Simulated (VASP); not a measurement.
Crystal: Be.

```
Be
1.0
     2.24249    0.00000    0.00000
    -1.12125    1.94205    0.00000
     0.00000    0.00000    3.47360
Be
2
Cartesian
  0.0000 0.0000 0.9024
  0.0000 0.0000 2.5712
```

| Item | Value |
| --- | --- |
| Program | VASP 6.6.1 |
| Task | relaxation of cell and atoms |
| Functional | PBE |
| Potentials or basis | VASP PAW PBE potentials, release 64 (Be) |
| Cutoff | 600 eV |
| k mesh | 12 × 12 × 6 |
| Occupations | gaussian, width 0.1 eV |
| Spin | no spin polarisation |

At the start: pressure 33.8 GPa; volume 7.56 Å³/atom.

**Question.** Where does the relaxation end?

**Answer.** Over 20 steps the energy falls by 750.2 meV/atom and the volume is 9.81 Å³/atom (+29.7 %); space group P6/mmm (No. 191, to 0.05 Å).

The path:
| step | energy change (eV) | largest force (eV/Å) | pressure (GPa) | volume (Å³) |
| --- | --- | --- | --- | --- |
| 1 | 0.0000 | 2.0912 | 33.81 | 15.13 |
| 2 | -1.2366 | 1.4423 | 1.24 | 18.44 |
| 3 | -1.2969 | 1.4168 | 0.29 | 19.05 |
| 4 | -1.3495 | 1.0672 | 0.06 | 20.24 |
| 5 | -1.3292 | 0.3508 | 2.18 | 22.45 |
| 6 | -1.3393 | 0.4943 | 1.49 | 22.01 |
| 7 | -1.3495 | 0.7873 | 0.70 | 21.14 |
| 8 | -1.3447 | 0.5917 | 1.12 | 21.71 |
| 9 | -1.3743 | 0.2833 | 0.16 | 22.08 |
| 10 | -1.3791 | 0.1464 | -0.22 | 22.31 |
| 11 | -1.3948 | 0.1922 | -1.98 | 22.34 |
| 12 | -1.4140 | 0.2621 | -6.38 | 22.39 |
| 13 | -1.4172 | 0.2587 | -6.45 | 22.33 |
| 14 | -1.4258 | 0.2442 | -6.65 | 22.13 |
| 15 | -1.4403 | 0.2080 | -7.10 | 21.72 |
| 16 | -1.4425 | 0.0498 | -7.25 | 20.89 |
| 17 | -1.4474 | 0.1641 | -7.25 | 21.38 |
| 18 | -1.4656 | 0.1355 | -6.04 | 21.03 |
| 19 | -1.4977 | 0.0457 | -1.85 | 20.02 |
| 20 | -1.5004 | 0.0078 | 0.09 | 19.62 |

Final structure:
```
Be
1.0
     2.14335    0.00000    0.00000
    -1.07167    1.85619    0.00000
     0.00000    0.00000    4.93175
Be
2
Direct
  0.00000 0.00000 0.24972
  0.00000 0.00000 0.75028
```

Caveat: the volume moved by over 15 % at a fixed basis, so the end points are rough.
